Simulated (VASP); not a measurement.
# TePb in VASP: notebook, part 3 of 3

VASP 6.6.1. Earlier steps stand in the parts before.

### 6 Single point, r2SCAN0

This run uses another cell than the first one, of 32.05 Å³/atom.

POSCAR reads:

```
TePb
1.0
    4.0022870000      0.0000000000      0.0000000000
    0.0000000000      4.0022870000      0.0000000000
    0.0000000000      0.0000000000      4.0022870000
Pb Te
1 1
Direct
    0.0000000000      0.0000000000      0.0000000000
    0.5000000000      0.5000000000      0.5000000000
```

INCAR.step1 reads:

```
ALGO     = Normal         # electronic algorithm
EDIFF    = 1E-5           # SCF threshold, eV
ENCUT    = 520            # plane-wave cutoff, eV
GGA      = PE             # functional
ISIF     = 2              # what is computed and relaxed
ISMEAR   = -1             # smearing method
LASPH    = T              # aspherical terms in the spheres
LCHARG   = F              # write CHGCAR
LREAL    = F              # projectors in reciprocal space
LWAVE    = T              # write WAVECAR
NBANDS   = 17             # bands
NELM     = 80             # most SCF steps
PREC     = Accurate       # precision mode
SIGMA    = 0.05           # smearing width, eV
```

INCAR.step2 reads:

```
AEXX     = 0.25           # exact-exchange fraction
ALGO     = Normal         # electronic algorithm
EDIFF    = 1E-6           # SCF threshold, eV
ENCUT    = 520            # plane-wave cutoff, eV
ISIF     = 2              # what is computed and relaxed
ISMEAR   = -1             # smearing method
ISTART   = 1            
LASPH    = T              # aspherical terms in the spheres
LCHARG   = F              # write CHGCAR
LHFCALC  = T              # exact exchange
LMIXTAU  = T            
LREAL    = F              # projectors in reciprocal space
LWAVE    = F              # write WAVECAR
METAGGA  = R2SCAN         # meta-GGA
NBANDS   = 17             # bands
NELM     = 80             # most SCF steps
PREC     = Accurate       # precision mode
PRECFOCK = Normal       
SIGMA    = 0.05           # smearing width, eV
```

KPOINTS reads:

```
k-points
0
Gamma
  4 4 4
```

Potentials or basis: VASP PAW PBE potentials, release 64 (Pb_d, Te).

Started as:

```sh
$ cat potpaw_PBE.64/Pb_d/POTCAR potpaw_PBE.64/Te/POTCAR > POTCAR
$ cp INCAR.step1 INCAR
$ mpirun -np 1 vasp_std > vasp.out
$ cp INCAR.step2 INCAR
$ mpirun -np 1 vasp_std > vasp.out
```

OUTCAR:

```text
AEXX = 0.25
   EDIFF = 1E-6
   ENCUT = 520
   ISIF = 2
   ISMEAR = -1
   ISTART = 1
   LASPH = T
   LHFCALC = T
   LREAL = F
   METAGGA = R2SCAN
   NELM = 80
   PREC = Accurate
   PRECFOCK = Normal

 ion  position               nearest neighbor table
   1  0.000  0.000  0.000-   2 3.47   2 3.47   2 3.47   2 3.47   2 3.47   2 3.47   2 3.47   2 3.47

   2  0.500  0.500  0.500-   1 3.47   1 3.47   1 3.47   1 3.47   1 3.47   1 3.47   1 3.47   1 3.47

  LATTYP: Found a simple cubic cell.
 ALAT       =     4.0022870000

  Lattice vectors:

 A1 = (   4.0022870000,   0.0000000000,   0.0000000000)
 A2 = (   0.0000000000,   4.0022870000,   0.0000000000)
 A3 = (   0.0000000000,   0.0000000000,   4.0022870000)

Analysis of symmetry for initial positions (statically):
=====================================================================
 Subroutine PRICEL returns:
 Original cell was already a primitive cell.

 Routine SETGRP: Setting up the symmetry group for a
 simple cubic supercell.

 Subroutine GETGRP returns: Found 48 space group operations
 (whereof 48 operations were pure point group operations)
 out of a pool of 48 trial point group operations.

The static configuration has the point symmetry O_h .

Analysis of symmetry for dynamics (positions and initial velocities):
=====================================================================
 Subroutine PRICEL returns:
 Original cell was already a primitive cell.

 Routine SETGRP: Setting up the symmetry group for a
 simple cubic supercell.

 Subroutine GETGRP returns: Found 48 space group operations
 (whereof 48 operations were pure point group operations)
 out of a pool of 48 trial point group operations.

The dynamic configuration has the point symmetry O_h .

 Subroutine INISYM returns: Found 48 space group operations
 (whereof 48 operations are pure point group operations),
 and found     1 'primitive' translations

----------------------------------------------------------------------------------------

                                     Primitive cell

  volume of cell :      64.1098

  direct lattice vectors                    reciprocal lattice vectors
     4.002287000  0.000000000  0.000000000     0.249857144  0.000000000  0.000000000
     0.000000000  4.002287000  0.000000000     0.000000000  0.249857144  0.000000000
     0.000000000  0.000000000  4.002287000     0.000000000  0.000000000  0.249857144

  length of vectors
     4.002287000  4.002287000  4.002287000     0.249857144  0.249857144  0.249857144

  position of ions in fractional coordinates (direct lattice)
     0.000000000  0.000000000  0.000000000
     0.500000000  0.500000000  0.500000000

  ion indices of the primitive-cell ions
   primitive index   ion index
                 1           1
                 2           2

----------------------------------------------------------------------------------------

 KPOINTS: k-points

Automatic generation of k-mesh.
 Grid dimensions read from file:
 generate k-points for:    4    4    4
[... 24 lines left out ...]
  0.250000  0.250000  0.000000     12.000000
  0.500000  0.250000  0.000000     12.000000
  0.500000  0.500000  0.000000      3.000000
  0.250000  0.250000  0.250000      8.000000
  0.500000  0.250000  0.250000     12.000000
  0.500000  0.500000  0.250000      6.000000
  0.500000  0.500000  0.500000      1.000000
   k-points           NKPTS =     10   k-points in BZ     NKDIM =     64   number of bands    NBANDS=     17
   number of dos      NEDOS =    301   number of ions     NIONS =      2
   total plane-waves  NPLWV =  27000
   dimension x,y,z NGX =    30 NGY =   30 NGZ =   30
   dimension x,y,z NGXF=    60 NGYF=   60 NGZF=   60
   ions per type =               1   1
   NGX,Y,Z   is equivalent  to a cutoff of  12.46, 12.46, 12.46 a.u.
   NGXF,Y,Z  is equivalent  to a cutoff of  24.92, 24.92, 24.92 a.u.
 SYSTEM =  unknown system
   PREC   = accura    normal or accurate (medium, high low for compatibility)
   ISTART =      1    job   : 0-new  1-cont  2-samecut
   ICHARG =      0    charge: 1-file 2-atom 10-const
   ISPIN  =      1    spin polarized calculation?
   LNONCOLLINEAR =      F non collinear calculations
   LSORBIT =      F    spin-orbit coupling
   LASPH  =      T    aspherical Exc in radial PAW
   ENCUT  =  520.0 eV  38.22 Ry    6.18 a.u.   7.44  7.44  7.44*2*pi/ulx,y,z
   NELM   =     80;   NELMIN=  2; NELMDL=  0     # of ELM steps
   EDIFF  = 0.1E-05   stopping-criterion for ELM
   LREAL  =      F    real-space projection
   EDIFFG = 0.1E-04   stopping-criterion for IOM
   NSW    =      0    number of steps for IOM
   IBRION =     -1    ionic relax: 0-MD 1-quasi-New 2-CG
   NFREE  =      0    steps in history (QN), initial steepest desc. (CG)
   ISIF   =      2    stress and relaxation
   ISYM   =      3    0-nonsym 1-usesym 2-fastsym
   POTIM  = 0.5000    time-step for ionic-motion
   TEBEG  =    0.0;   TEEND  =   0.0 temperature during run
   PSTRESS=    0.0 pullay stress
   NELECT =      20.0000    total number of electrons
   NUPDOWN=      -1.0000    fix difference up-down
   EMIN   =  10.00;   EMAX   =-10.00  energy-range for DOS
   EFERMI =   0.00;   METHOD = LEGACY
   ISMEAR =    -1;   SIGMA  =   0.05  broadening in eV -4-tet -1-fermi 0-gaus
   EFERMI_NEDOS =   21; number of points for ismear=-14 and -15
   IALGO  =     38    algorithm
   IMIX   =      1    mixing-type and parameters
     AMIX     =   0.40;   BMIX     =  1.00
     AMIX_MAG =   1.60;   BMIX_MAG =  1.00
  volume/ion in A,a.u.               =      32.05       216.32
  Fermi-wavevector in a.u.,A,eV,Ry     =   1.110307  2.098177 16.773027  1.232783
  Thomas-Fermi vector in A             =   2.246857
   LORBIT       =      0    0 simple, 1 ext, 2 COOP (PROOUT), +10 PAW based schemes
   METAGGA = R2SCAN    functional components
   LHFCALC =     T    Hartree Fock is set to
   PRECFOCK=normal    Normal, Fast or Accurate (Low or Medium for compatibility)
   ENCUT4O =  -1.0   cutoff for four orbital integrals eV
   NKREDX  =     1    reduce k-point grid by
   NKREDY  =     1    reduce k-point grid by
   NKREDZ  =     1    reduce k-point grid by
   AEXX    =    0.2500 exact exchange contribution
   HFSCREEN=    0.0000 screening length (either q_TF or 0.3 A-1)
   HFSCREENC=   0.0000 screening length for correlation (either q_TF or 0.3 A-1)
   ENCUTFOCK=  -1.0 apply spherical cutoff to Coloumb kernel
   IVDW    =     0    specifies the selected vdW correction
   LEPSILON=     F    determine dielectric tensor
   LRPA    =     F    only Hartree local field effects (RPA)
 non-spin polarized calculation
  energy-cutoff  :      520.00
  volume of cell :       64.11
 maximum number of plane-waves:      1750
 NGX is ok and might be reduce to    30
  NGX = 24; NGY = 24; NGZ = 24

 number of electron      20.0000009 magnetization

 Free energy of the ion-electron system (eV)
  ---------------------------------------------------
  ext. energy  EPLUGINS =         0.00000000
  ---------------------------------------------------
  free energy    TOTEN  =       -66.15809263 eV

  energy without entropy =      -66.15803632  energy(sigma->0) =      -66.15806448

 E-fermi :   6.1587     XC(G=0):  -7.9447

 val. band max:        5.7235039917   @ k =   0.5000   0.2500   0.0000
 cond. band min:       6.5244399880   @ k =   0.5000   0.5000   0.0000
 fundamental gap:      0.8009359963
 Fermi energy:         6.1587000518

 k-point     1 :       0.0000    0.0000    0.0000
  band No.  band energies     occupation
      1     -13.9690      2.00000
      2     -13.9690      2.00000
      3     -13.8873      2.00000
      4     -13.8873      2.00000
      5     -13.8873      2.00000
      6      -8.0321      2.00000
[... 177 lines left out ...]
      4     -13.8557      2.00000
      5     -13.8557      2.00000
      6      -5.1015      2.00000
[... 9 lines left out ...]
     16      21.9063      0.00000
     17      22.9376      0.00000

------------------------ aborting loop because EDIFF is reached ----------------------------------------

  FORCE on cell =-STRESS in cart. coord.  units (eV):
  Direction    XX          YY          ZZ          XY          YZ          ZX
  --------------------------------------------------------------------------------------
  -------------------------------------------------------------------------------------
  Total       -0.2835386     -0.2835386     -0.2835386      0.0000000      0.0000000      0.0000000
  in kB       -7.0859510     -7.0859510     -7.0859510      0.0000000      0.0000000      0.0000000
  external PRESSURE =      -7.0859510 kB  Pullay stress =       0.0000000 kB

 VOLUME and BASIS-vectors are now :
 -----------------------------------------------------------------------------
  energy-cutoff  :      520.00
  volume of cell :       64.11
      direct lattice vectors                 reciprocal lattice vectors
     4.002287000  0.000000000  0.000000000     0.249857144  0.000000000  0.000000000
     0.000000000  4.002287000  0.000000000     0.000000000  0.249857144  0.000000000
     0.000000000  0.000000000  4.002287000     0.000000000  0.000000000  0.249857144

 POSITION                                       TOTAL-FORCE (eV/Angst)
 -----------------------------------------------------------------------------------
      0.00000      0.00000      0.00000         0.000000      0.000000      0.000000
      2.00114      2.00114      2.00114         0.000000      0.000000      0.000000
 -----------------------------------------------------------------------------------
    total drift:                               -0.000001     -0.000001     -0.000002

  FREE ENERGIE OF THE ION-ELECTRON SYSTEM (eV)
  ---------------------------------------------------
  free  energy   TOTEN  =       -66.1580926332 eV

  energy  without entropy=      -66.1580363187  energy(sigma->0) =      -66.15806448
```

Wall time 12 min (1 thread of Intel Xeon Platinum 8259CL at 2.50GHz (Skylake/Cascade Lake), shared host); peak memory 0.19 GiB.

Results:

```yaml
Free_energy: -66.1581 eV
Pressure: -0.7 GPa
Band_gap_on_the_k_mesh: zero (bands 10 and 11 overlap by 1.52 eV)
```

Caveat: the k points lie up to 0.39 Å⁻¹ apart, too coarse for converged energies and pressures of a metal; the PAW data sets were made with another functional, which shifts forces and pressure a little; spin-orbit coupling is left out, which moves the levels of the heavy elements.

### 7 Summary

```tsv
level	cell	k mesh	cutoff (eV)	smearing	dipole correction	grid for exact exchange (PRECFOCK)	share of exact exchange	gap on the mesh (eV)	pressure (GPa)
r2SCAN	a = 3.975 Å, 2 atoms	7 × 7 × 7	550	fermi-dirac 0.05 eV	no	-	-	none	0.7
r2SCAN	a = 4.029 Å, 2 atoms	7 × 7 × 7	550	fermi-dirac 0.05 eV	no	-	-	none	-1.1
PBE	a = 4.002 Å, 2 atoms	6 × 6 × 6	400	gaussian 0.02 eV	-	-	-	none	-0.5
r2SCAN0	a = 3.975 Å, 2 atoms	4 × 4 × 4	520	fermi-dirac 0.05 eV	no	Normal	0.25	none	0.3
r2SCAN0	a = 4.002 Å, 2 atoms	4 × 4 × 4	520	fermi-dirac 0.05 eV	no	Normal	0.25	none	-0.7
```

Some of these runs hold the atoms at other places in the same cell, which the table doesn't show; runs alike in all that it shows share one row.

Alike in all rows: task single point; potentials or basis VASP PAW PBE potentials, release 64 (Pb_d, Te); no spin polarisation.

Caveats: some runs use coarse meshes; spin-orbit coupling is left out, which moves the levels of the heavy elements; the PAW data sets were made with another functional, which shifts forces and pressure a little (at least some runs); semilocal functionals underestimate gaps, so a narrow gap can read as zero (at least some runs).

Total energies depend on the potentials used, so only differences within one code and one set of settings carry meaning.
